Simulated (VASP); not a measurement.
AlN (wurtzite), 4 atoms in the cell. It takes space group P6_3mc (No. 186, hexagonal). The conventional cell has a = 3.089 Å, b = 3.089 Å, c = 4.919 Å, α = 90.00°, β = 90.00°, γ = 120.00°. Al (site symmetry 3m) has 4 N at 1.87 to 1.88 Å within 2.5 Å. Within 2.5 Å of N (site symmetry 3m) lie 4 Al at 1.87 to 1.88 Å. 

* Program: VASP 6.6.1
* Task: single point
* Functional: LDA
* Potentials or basis: VASP PAW LDA potentials, release 64 (Al, N)
* Cutoff: 520 eV
* k mesh: 8 × 8 × 5
* Occupations: gaussian, width 0.01 eV
* Spin: no spin polarisation
* Dipole correction: no
* Further INCAR settings: ALGO = Normal; EDIFF = 1e-06; NBANDS = 16

Potentials or basis: VASP PAW LDA potentials, release 64 (Al, N).

The run is started by

```bash
$ cat potpaw_LDA.64/Al/POTCAR potpaw_LDA.64/N/POTCAR > POTCAR
$ mpirun -np 1 vasp_std > vasp.out
```

Hardware: 1 thread of Intel(R) Xeon(R) Platinum 8488C (Sapphire Rapids), with other jobs on the host.

**Question.** How long does it take, and how much memory?

**Answer.** Run time: 8.3 s on 1 thread of Intel(R) Xeon(R) Platinum 8488C (Sapphire Rapids) (shared host), peak memory 0.14 GiB. Counts: scf iterations 12, k points 30.
